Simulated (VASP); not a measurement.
# H (I4/mmm) in VASP: notebook, part 2 of 2

VASP 6.6.1.

### 4 Vibrations by perturbation theory, LDA

This run uses another cell than the first one, of 3.81 Å³/atom, 1.230 times its volume.

Input file INCAR:

```
SYSTEM = H
  PREC = Accurate
  ENCUT = 520
  EDIFF = 1E-8
  ISMEAR = 0
  SIGMA = 0.01
  LREAL = .FALSE.
  LASPH = .TRUE.
  NELM = 80
  ALGO = Normal
  ISIF = 2
  LWAVE = .FALSE.
  LCHARG = .FALSE.
  IBRION = 8
  NSW = 1
  LEPSILON = .TRUE.
```

Input file KPOINTS:

```
Automatic mesh
0
G
  12 12 12
  0 0 0
```

Input file POSCAR:

```
H
1.0
   -1.1021085528      1.1021085528      1.5690424433
    1.1021085528     -1.1021085528      1.5690424433
    1.1021085528      1.1021085528     -1.5690424433
H
2
Direct
    0.8782985272      0.8782985272      0.0000000000
    0.1217014728      0.1217014728      0.0000000000
```

Potentials or basis: VASP PAW LDA potentials, release 64 (H).

The run is started by

```console
$ cat potpaw_LDA.64/H/POTCAR > POTCAR
$ mpirun -np 1 vasp_std > vasp.out
```

OUTCAR:

```text
SYSTEM = H
   PREC = Accurate
   ENCUT = 520
   EDIFF = 1E-8
   ISMEAR = 0
   LREAL = .FALSE.
   LASPH = .TRUE.
   NELM = 80
   ISIF = 2
   IBRION = 8
   NSW = 1
   LEPSILON = .TRUE.

 ion  position               nearest neighbor table
   1  0.878  0.878  0.000-   2 0.76
   2  0.122  0.122  0.000-   1 0.76

  LATTYP: Found a body centered tetragonal cell.
 ALAT       =     2.2042171056
 C/A-ratio  =     1.4236732301

  Lattice vectors:

 A1 = (  -1.1021085528,   1.1021085528,   1.5690424433)
 A2 = (   1.1021085528,  -1.1021085528,   1.5690424433)
 A3 = (   1.1021085528,   1.1021085528,  -1.5690424433)

Analysis of symmetry for initial positions (statically):
=====================================================================
 Subroutine PRICEL returns:
 Original cell was already a primitive cell.

 Routine SETGRP: Setting up the symmetry group for a
 body centered tetragonal supercell.

 Subroutine GETGRP returns: Found 16 space group operations
 (whereof 16 operations were pure point group operations)
 out of a pool of 16 trial point group operations.

The static configuration has the point symmetry D_4h.

Analysis of symmetry for dynamics (positions and initial velocities):
=====================================================================
 Subroutine PRICEL returns:
 Original cell was already a primitive cell.
[... 456 lines left out ...]
  --------------------------------------------------------------------------------
  x     0.00000     0.00000     0.00000     0.00000     0.00000     0.00000
  y     0.00000     0.00000     0.00000     0.00000     0.00000     0.00000
  z     0.00000     0.00000     0.00000     0.00000     0.00000     0.00000

 BORN EFFECTIVE CHARGES (including local field effects) (in |e|, cummulative output)
 ---------------------------------------------------------------------------------
 ion    1
    1     0.00000     0.00000     0.00000
    2     0.00000     0.00000     0.00000
    3     0.00000     0.00000     0.00000
 ion    2
    1     0.00000     0.00000     0.00000
    2     0.00000     0.00000     0.00000
    3     0.00000     0.00000     0.00000

 INTERNAL STRAIN TENSOR FOR ION    2 for displacements in x,y,z  (eV/Angst):
          X           Y           Z          XY          YZ          ZX
  --------------------------------------------------------------------------------
  x     0.00000     0.00000     0.00000     0.00000     0.00000    -0.02264
  y     0.00000     0.00000     0.00000     0.00000    -0.01393     0.00000
  z     0.55869     0.55869   -22.31857     0.00000     0.00000     0.00000

 SECOND DERIVATIVES (NOT SYMMETRIZED)
 ------------------------------------
               1X          1Y          1Z          2X          2Y          2Z
  1X    -0.206012    0.000000    0.000000    0.206012    0.000000    0.000000
  1Y     0.000000   -0.206012    0.000000    0.000000    0.206012   -0.000000
  1Z     0.000000   -0.000000  -30.340926    0.000000    0.000000   30.340926
  2X     0.206012    0.000000    0.000000   -0.206012    0.000000    0.000000
  2Y     0.000000    0.206012   -0.000000    0.000000   -0.206012    0.000000
  2Z     0.000000    0.000000   30.340926    0.000000   -0.000000  -30.340926

 Eigenvectors and eigenvalues of the dynamical matrix
 ----------------------------------------------------

   1 f  =  121.781169 THz   765.173653 2PiTHz 4062.182550 cm-1   503.646220 meV
             X         Y         Z           dx          dy          dz
      0.000000  0.000000  2.756175     0.000000   -0.000000    0.707107
      0.000000  0.000000  0.381910     0.000000    0.000000   -0.707107
[... 16 lines left out ...]
   5 f  =    0.000000 THz     0.000000 2PiTHz    0.000000 cm-1     0.000000 meV
             X         Y         Z           dx          dy          dz
      0.000000  0.000000  2.756175     0.707107    0.000000    0.000000
      0.000000  0.000000  0.381910     0.707107    0.000000    0.000000

   6 f/i=    0.000000 THz     0.000003 2PiTHz    0.000013 cm-1     0.000002 meV
             X         Y         Z           dx          dy          dz
      0.000000  0.000000  2.756175     0.000000    0.433632   -0.558537
      0.000000  0.000000  0.381910     0.000000    0.433632   -0.558537

--------------------------------------------------------------------------------------------------------

 MACROSCOPIC STATIC DIELECTRIC TENSOR IONIC CONTRIBUTION
 ------------------------------------------------------
           0.000000     0.000000     0.000000
           0.000000     0.000000     0.000000
           0.000000     0.000000     0.000000
 ------------------------------------------------------

 ELASTIC MODULI CONTR FROM IONIC RELAXATION (kBar)
 Direction    XX          YY          ZZ          XY          YZ          ZX
 --------------------------------------------------------------------------------
 XX          -2.1621     -2.1621     86.3724      0.0000     -0.0000      0.0000
 YY          -2.1621     -2.1621     86.3724      0.0000     -0.0000      0.0000
 ZZ          86.3724     86.3724  -3450.4130      0.0000      0.0000      0.0000
 XY           0.0000      0.0000      0.0000      0.0000      0.0000      0.0000
 YZ          -0.0000     -0.0000      0.0000      0.0000     -0.1980      0.0000
 ZX           0.0000      0.0000      0.0000      0.0000      0.0000     -0.5228
 --------------------------------------------------------------------------------

 PIEZOELECTRIC TENSOR IONIC CONTR  for field in x, y, z        (C/m^2)
          XX          YY          ZZ          XY          YZ          ZX
  --------------------------------------------------------------------------------
  x     0.00000     0.00000     0.00000     0.00000     0.00000     0.00000
  y     0.00000     0.00000     0.00000     0.00000     0.00000     0.00000
  z     0.00000     0.00000     0.00000     0.00000     0.00000     0.00000
```

Wall time 13 s (1 thread of Intel Xeon 6975P-C (Granite Rapids), shared host); peak memory 0.15 GiB.

Results:

| Quantity | Value |
| --- | --- |
| Electronic dielectric tensor (diagonal) | 3.05, 3.05, 4.55 |
| Born charges (mean of the diagonal) | H +0.00 e |
| Highest phonon frequency at Γ | 4062 cm⁻¹ |

Phonon frequencies in cm⁻¹ (negative: imaginary):
| q point | frequencies |
| --- | --- |
| (0.000, 0.000, 0.000) | 0 0 0 335 335 4062 |

Electronic dielectric tensor:
```
3.05 0.00 0.00
0.00 3.05 0.00
0.00 0.00 4.55
```

Born effective charge tensors (e):
atom 1, H
```
0.00 0.00 0.00
0.00 0.00 0.00
0.00 0.00 0.00
```
atom 2, H
```
0.00 0.00 0.00
0.00 0.00 0.00
0.00 0.00 0.00
```

Caveat: the cell wasn't relaxed at this level first, which shifts response properties.
